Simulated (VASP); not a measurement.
KTaO3, 5 atoms in the cell. The structure is tetragonal, space group P4/mmm (No. 123). Conventional cell: a = 3.990 Å, b = 3.990 Å, c = 3.831 Å, α = 90.00°, β = 90.00°, γ = 90.00°. K (site symmetry 4/mmm) has 12 O at 2.77 to 2.82 Å and 8 Ta at 3.41 Å within 3.6 Å. Ta (site symmetry 4/mmm) has 6 O at 1.92 to 2.00 Å within 2.5 Å. Within 2.5 Å of O (site symmetry 4/mmm) lie 2 Ta at 1.92 Å. Within 2.6 Å of O (site symmetry mmm) lie 2 Ta at 2.00 Å.  This cell differs from its parent crystal: uniaxial z strain -4.0%.

```yaml
Program: VASP 6.6.1
Task: single point
Functional: r2SCAN
Potentials_or_basis: VASP PAW PBE potentials, release 64 (K_sv, Ta_pv, O)
Cutoff: 520 eV
k_mesh: 6 × 6 × 6
Occupations: gaussian, width 0.01 eV
Spin: no spin polarisation
Dipole_correction: no
Further_INCAR_settings: ALGO = Normal; EDIFF = 1e-06; NBANDS = 27
```

Potentials or basis: VASP PAW PBE potentials, release 64 (K_sv, Ta_pv, O).

Launch:

```console
$ cat potpaw_PBE.64/K_sv/POTCAR potpaw_PBE.64/Ta_pv/POTCAR potpaw_PBE.64/O/POTCAR > POTCAR
$ cp INCAR.step1 INCAR
$ mpirun -np 1 vasp_std > vasp.out
$ cp INCAR.step2 INCAR
$ mpirun -np 1 vasp_std > vasp.out
```

Hardware: 1 thread of Intel Xeon 8259CL, with other jobs on the host.

Question: How long does it take, and how much memory?

Answer: It took 5.5 min on 1 thread of Intel Xeon 8259CL, with other jobs on the host, peak memory 0.21 GiB. Counts: k points 40.
